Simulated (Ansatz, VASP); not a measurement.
# BN in VASP and in Ansatz

File INCAR:

```
  PREC = Accurate
  ENCUT = 520
  EDIFF = 1E-6
  ISMEAR = 0
  SIGMA = 0.05
  LREAL = False
  LASPH = True
  NELM = 60
  ALGO = Normal
  ISIF = 2
  LWAVE = False
  LCHARG = False
  GGA = PS
  NBANDS = 26
```

KPOINTS

```
Automatic mesh
0
Gamma
  6 6 10
```

Contents of POSCAR:

```
BN
1.0
    4.5302000000      0.0000000000      0.0000000000
    0.0000000000      4.5302000000      0.0000000000
    0.0000000000      0.0000000000      2.8426000000
B N
4 4
Direct
    0.1741337327      0.8258662673      0.5000000000
    0.3258662673      0.3258662673      0.0000000000
    0.6741337327      0.6741337327      0.0000000000
    0.8258662673      0.1741337327      0.5000000000
    0.8123909516      0.8123909516      0.5000000000
    0.3123909516      0.6876090484      0.0000000000
    0.6876090484      0.3123909516      0.0000000000
    0.1876090484      0.1876090484      0.5000000000
```

Input for Ansatz:

```yaml
crystal:
  lattice:
    - [4.5302, 0.0, 0.0]
    - [0.0, 4.5302, 0.0]
    - [0.0, 0.0, 2.8426]
  atoms:
    - { symbol: B, position: [0.1741337327, 0.8258662673, 0.5] }
    - { symbol: B, position: [0.3258662673, 0.3258662673, 0.0] }
    - { symbol: B, position: [0.6741337327, 0.6741337327, 0.0] }
    - { symbol: B, position: [0.8258662673, 0.1741337327, 0.5] }
    - { symbol: "N", position: [0.8123909516, 0.8123909516, 0.5] }
    - { symbol: "N", position: [0.3123909516, 0.6876090484, 0.0] }
    - { symbol: "N", position: [0.6876090484, 0.3123909516, 0.0] }
    - { symbol: "N", position: [0.1876090484, 0.1876090484, 0.5] }
basis:
  ecutwfc: 520.0
kpoints:
  mp_grid: { grid: [6, 6, 10] }
hamiltonian:
  xc: pbesol
  pseudopotentials: { kind: paw, azcp: { folder: soft_1 } }
scf:
  occupations: { method: gaussian, width: 0.05 }
output:
  forces: true
  stress: true
  eigenvalues: true
```

Alike in both runs: task single point; functional PBEsol; k mesh 6 × 6 × 10; occupations gaussian, width 0.05 eV; no spin polarisation.

|  | VASP | Ansatz |
| --- | --- | --- |
| version | VASP 6.6.1 | Ansatz 0.2.0 |
| potentials or method | VASP PAW PBE potentials, release 64 (B, N), cutoff 520 eV | scalar-relativistic, plane waves, PAW |
| valence electrons in the cell | 32 | 32 |

```tsv
	VASP	Ansatz	Ansatz less VASP
gap on the k mesh at the Fermi level (eV)	4.26	4.26	0.000
least direct gap on the mesh (eV)	4.26	4.26	0.000
rms of the force components (eV/Å)	0.120	0.130	+0.0105
```

VASP's potentials were made for PBE, not for PBEsol, and Ansatz warns of the same on its side. Atom by atom the forces differ by 0.012 eV/Å (rms over components).
